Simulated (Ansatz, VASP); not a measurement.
SiC in VASP and in Ansatz

```xyz
2
Lattice="0.0000 2.1770 2.1770 2.1770 0.0000 2.1770 2.1770 2.1770 0.0000" Properties=species:S:1:pos:R:3 pbc="T T T"
Si    0.0000    0.0000    0.0000
C     1.0885    1.0885    1.0885
```

Alike in both runs: task single point; functional LDA; k mesh 8 × 8 × 8; occupations gaussian, width 0.1 eV; no spin polarisation.

|  | VASP | Ansatz |
| --- | --- | --- |
| version | VASP 6.6.1 | Ansatz 0.2.0 |
| potentials or method | VASP PAW LDA potentials, release 64 (Si, C), cutoff 600 eV | scalar-relativistic, plane waves, PAW |
| valence electrons in the cell | 8 | 8 |

Ansatz gave:

| Property | Result |
| --- | --- |
| gap on the k mesh at the Fermi level (eV) | 1.31 |
| least direct gap on the mesh (eV) | 4.51 |
| pressure (GPa) | -3.8 |

Which values does VASP return?

gap on the k mesh at the Fermi level (eV): 1.30; least direct gap on the mesh (eV): 4.50; pressure (GPa): -3.6.

LDA's correlation is that of Perdew and Zunger in VASP and of Perdew and Wang (1992) in Ansatz.
